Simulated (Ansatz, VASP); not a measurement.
# Co: VASP beside Ansatz

The input INCAR:

```
SYSTEM = Co
AGGAC    = 1.0          
AGGAX    = 1.0          
ALDAC    = 0.0          
ALDAX    = 1.0          
ALGO     = Normal         ! electronic algorithm
EDIFF    = 1E-6           ! SCF threshold, eV
ENCUT    = 600            ! plane-wave cutoff, eV
GGA      = B5             ! functional
GGA_COMPAT= .FALSE.      
ISIF     = 2              ! what is computed and relaxed
ISMEAR   = -1             ! smearing method
LASPH    = .TRUE.         ! aspherical terms in the spheres
LCHARG   = .TRUE.         ! write CHGCAR
LELF     = .TRUE.         ! ELF
LREAL    = .FALSE.        ! projectors in reciprocal space
LVHAR    = .TRUE.       
LWAVE    = .FALSE.        ! write WAVECAR
NBANDS   = 10             ! bands
NELM     = 120            ! most SCF steps
PREC     = Accurate       ! precision mode
SIGMA    = 0.1            ! smearing width, eV
```

KPOINTS

```
k-points
0
G
  17 17 17
  0 0 0
```

Contents of POSCAR:

```
Co
1.0
    0.0000000000      1.7544681297      1.7544681297
    1.7544681297      0.0000000000      1.7544681297
    1.7544681297      1.7544681297      0.0000000000
Co
1
Direct
    0.0000000000      0.0000000000      0.0000000000
```

Input for Ansatz:

```yaml
crystal:
  lattice:
    - [0.0, 1.7544681297, 1.7544681297]
    - [1.7544681297, 0.0, 1.7544681297]
    - [1.7544681297, 1.7544681297, 0.0]
  atoms:
    - { symbol: Co, position: [0.0, 0.0, 0.0] }
hamiltonian:
  xc: blyp
  pseudopotentials:
    kind: paw
    azcp:
      Co: "pseudopotentials/Co.paw.azcp"
basis:
  ecutwfc: 420
  fft_grid_basis: typed
kpoints:
  mp_grid: { grid: [17, 17, 17], shift: [0, 0, 0] }
magnetization:
  spin_polarized: false
scf:
  occupations: { method: fermi_dirac, width: 0.1 }
  lower_state_search: "off"
output:
  stress: true
```

Alike in both runs: task single point; functional BLYP; k mesh 17 × 17 × 17; occupations fermi-dirac, width 0.1 eV; no spin polarisation.

|  | VASP | Ansatz |
| --- | --- | --- |
| version | VASP 6.6.1 | Ansatz 0.2.0 |
| potentials or method | VASP PAW PBE potentials, release 64 (Co), cutoff 600 eV | plane waves (420 eV) with PAW, scalar-relativistic |
| valence electrons in the cell | 9 | 17 |

|  | VASP | Ansatz | Ansatz less VASP |
| --- | --- | --- | --- |
| pressure (GPa) | -0.2 | 0.0 | +0.24 |

VASP's potentials were made for PBE, not for BLYP. With one functional, cell and mesh, what is left measures potentials, basis and numerics. VASP's potentials hold 9 valence electrons a cell and Ansatz's 17, so a difference there can come from the potentials and not from the codes.
